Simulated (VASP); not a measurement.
Wanted: the native input for a VASP 6.6.1 run.

| Property | Result |
| --- | --- |
| Task | single point |
| Functional | PBE |
| Potentials or basis | VASP PAW PBE potentials, release 64 (Bi_d, O) |
| Cutoff | 600 eV |
| k mesh | 4 × 4 × 4 |
| Occupations | gaussian, width 0.2 eV |
| Spin | no spin polarisation |
| Dipole correction | no |
| Further INCAR settings | ALGO = Normal; EDIFF = 1e-06; NBANDS = 32 |

The structure of BiO5 lies in POSCAR:

```
BiO5
1.0
    4.5825964540      0.0000000000      0.0000000000
    0.0000000000      4.5825964540      0.0000000000
    0.0000000000      0.0000000000      4.1724745681
Bi O
1 5
Direct
    0.5000000000      0.5000000000      0.5000000000
    0.0000000000      0.5000000000      0.5000000000
    0.5000000000      0.0000000000      0.5000000000
    0.0000000000      0.0000000000      0.6418349324
    0.0000000000      0.0000000000      0.3581650676
    0.5000000000      0.5000000000      0.0000000000
```

The cell was built from a structure type or drawn by symmetry, and may not be a known phase.

These files were run (other wordings do the same):

INCAR

```
SYSTEM = BiO5
PREC = Accurate
ENCUT = 600
EDIFF = 1E-6
ISMEAR = 0
SIGMA = 0.2
LREAL = .False.
LASPH = .True.
NELM = 120
ALGO = Normal
ISIF = 2
LWAVE = .False.
LCHARG = .False.
GGA = PE
NBANDS = 32
GGA_COMPAT = .False.
```

KPOINTS

```
regular mesh
0
Gamma
  4 4 4
  0 0 0
```

Potentials or basis: VASP PAW PBE potentials, release 64 (Bi_d, O).

The run is started by

```sh
$ cat potpaw_PBE.64/Bi_d/POTCAR potpaw_PBE.64/O/POTCAR > POTCAR
$ mpirun -np 1 vasp_std > vasp.out
```

It gave:

```json
{
  "Pressure": "1.4 GPa",
  "Largest force": "1.628 eV/Å",
  "Band gap on the k mesh": "zero (an odd number of electrons rules out a gap without spin polarisation)"
}
```

Caveat: the k points lie up to 0.38 Å⁻¹ apart, too coarse for converged energies and pressures of a metal; the standard files for N, O and F lose accuracy on very short bonds; spin-orbit coupling is left out, which moves the levels of the heavy elements; an odd number of electrons without spin polarisation forces a metal; a magnetic or distorted state may lie lower.

Wall time 34 s on 1 thread of Intel(R) Xeon(R) 6975P-C (Granite Rapids), with other jobs on the host, peak memory 0.24 GiB.
